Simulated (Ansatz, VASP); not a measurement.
## MgS in VASP and in Ansatz

```xyz
8
Lattice="11.1000 0.0000 0.0000 0.0000 11.4000 0.0000 0.0000 0.0000 11.7000" Properties=species:S:1:pos:R:3 pbc="T T T"
Mg    4.5253    4.6504    4.8002
Mg    4.5034    6.7386    6.8622
Mg    6.5994    4.6846    6.8759
Mg    6.5796    6.7464    4.7874
S     6.9207    4.3552    4.4862
S     6.8922    7.0816    7.1778
S     4.2103    4.3454    7.1940
S     4.1841    7.0370    4.4681
```

Alike in both runs: functional PBE; k mesh 1 × 1 × 1; occupations gaussian, width 0.05 eV; no spin polarisation.

Ansatz relaxed the structure, and its values are those at the end. VASP's run is a single point on that final structure, the one shown.

```csv
,VASP,Ansatz
version,VASP 6.6.1,Ansatz 0.2.0
potentials or method,"VASP PAW PBE potentials, release 64 (Mg, S), cutoff 520 eV","scalar-relativistic, plane waves, PAW"
valence electrons in the cell,32,64
```

|  | VASP | Ansatz | Ansatz less VASP |
| --- | --- | --- | --- |
| gap on the k mesh at the Fermi level (eV) | 2.91 | 2.94 | +0.026 |
| rms of the force components (eV/Å) | 0.026 | 0.004 | -0.0216 |

VASP's potentials hold 32 valence electrons a cell and Ansatz's 64, so a difference there can come from the potentials and not from the codes. Ansatz's warnings: xc potential rough in thin density.
